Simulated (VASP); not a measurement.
Wanted: the native input for a VASP 6.6.1 run.

| Item | Value |
| --- | --- |
| Task | single point |
| Functional | PBE |
| Potentials or basis | VASP PAW PBE potentials, release 64 (Sc_sv) |
| Cutoff | 520 eV |
| k mesh | 8 × 8 × 11 |
| Occupations | fermi-dirac, width 0.05 eV |
| Spin | no spin polarisation |
| Dipole correction | no |
| Further INCAR settings | ALGO = Normal; EDIFF = 1e-07; NBANDS = 24 |

The structure of Sc lies in POSCAR:

```
Sc
1.0
    4.7001891616      0.0000000000      0.0000000000
   -2.3500945808      4.0704832166      0.0000000000
    0.0000000000      0.0000000000      2.9180657151
Sc
3
Direct
    0.0000000000      0.0000000000      0.0000000000
    0.3333333333      0.6666666667      0.5000000000
    0.6666666667      0.3333333333      0.5000000000
```

This isn't the form of Sc at room conditions, which is hcp.

One way to write it, as run:

INCAR

```
  PREC = Accurate
  ENCUT = 520
  EDIFF = 1E-7
  ISMEAR = -1
  SIGMA = 0.05
  LREAL = F
  LASPH = T
  NELM = 80
  ALGO = Normal
  ISIF = 2
  LWAVE = F
  LCHARG = F
  GGA = PE
  NBANDS = 24
```

KPOINTS

```
regular mesh
0
Gamma
  8 8 11
```

Potentials or basis: VASP PAW PBE potentials, release 64 (Sc_sv).

Command:

```console
$ cat potpaw_PBE.64/Sc_sv/POTCAR > POTCAR
$ mpirun -np 1 vasp_std > vasp.out
```

Results of the run:

```json
{
  "Pressure": "22.4 GPa",
  "Band gap on the k mesh": "zero (an odd number of electrons rules out a gap without spin polarisation)"
}
```

Caveat: the cell stands under pressure.

Run time: 100 s on 1 thread of Intel Xeon 8259CL, on a shared host, peak memory 0.21 GiB.
